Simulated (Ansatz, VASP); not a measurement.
**SnTe: VASP beside Ansatz**

```
CELL_PARAMETERS angstrom
0.00000 3.15650 3.18806
3.15650 0.00000 3.18806
3.15650 3.15650 0.00000
ATOMIC_POSITIONS crystal
Sn 0.00000 0.00000 0.00000
Te 0.50000 0.50000 0.50000
```

Change from the starting cell: zz strain of +1 %.

Alike in both runs: task single point; functional LDA; k mesh 11 × 11 × 11; occupations fermi-dirac, width 0.08 eV; no spin polarisation.

|  | VASP | Ansatz |
| --- | --- | --- |
| version | VASP 6.6.1 | Ansatz 0.2.0 |
| potentials or method | VASP PAW LDA potentials, release 64 (Sn_d, Te), cutoff 520 eV | all-electron LAPW, scalar-relativistic |

VASP gave:

- pressure (GPa): -2.1
- traceless stress, the component that is largest in VASP (GPa): -0.77

Estimate Ansatz's values.

pressure (GPa): -2.1; traceless stress, the component that is largest in VASP (GPa): -0.76.

LDA's correlation is that of Perdew and Zunger in VASP and of Perdew and Wang (1992) in Ansatz. Ansatz ran all-electron here, and VASP with PAW potentials.

Spin-orbit coupling is off throughout.
